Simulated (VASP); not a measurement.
Here is a VASP 6.6.1 calculation.

POSCAR

```
Ti
1.0
    4.5223414874      0.0000000000      0.0000000000
   -2.2611707437      3.9164626126      0.0000000000
    0.0000000000      0.0000000000      2.8360961579
Ti
3
Direct
    0.0000000000      0.0000000000      0.0000000000
    0.3333333333      0.6666666667      0.5000000000
    0.6666666667      0.3333333333      0.5000000000
```

The input INCAR.step1:

```
ALGO = Normal ; EDIFF = 1E-4
ENCUT = 520 ; GGA = PE
ISMEAR = 0 ; LASPH = True
LCHARG = False ; LREAL = False
LWAVE = True ; NBANDS = 25
NELM = 80 ; PREC = Accurate
SIGMA = 0.1
```

File INCAR.step2:

```
ALGO = Normal ; EDIFF = 1E-7
ENCUT = 520 ; ISIF = 2
ISMEAR = 0 ; ISTART = 1
LASPH = True ; LCHARG = False
LMIXTAU = True ; LREAL = False
LWAVE = False ; METAGGA = R2SCAN
NBANDS = 25 ; NELM = 80
PREC = Accurate ; SIGMA = 0.1
```

KPOINTS

```
k-points
0
Gamma
  12 12 18
```

Potentials or basis: VASP PAW PBE potentials, release 64 (Ti_sv).

Launch:

```sh
$ cat potpaw_PBE.64/Ti_sv/POTCAR > POTCAR
$ cp INCAR.step1 INCAR
$ mpirun -np 1 vasp_std > vasp.out
$ cp INCAR.step2 INCAR
$ mpirun -np 1 vasp_std > vasp.out
```

Task: Predict the band gap on the k mesh.

Result: Zero (bands 18 and 19 overlap by 0.34 eV).

Task: What does it give for the pressure?

Result: 2.3 GPa.

Stress tensor (GPa, compression positive):
```
3.28 0.00 0.00
0.00 3.28 0.00
0.00 0.00 0.40
```

Caveat: the cell differs from its parent crystal (biaxial strain in the a-b plane: -1.0 %, then relaxed in part); the PAW data sets were made with another functional, which shifts forces and pressure a little.
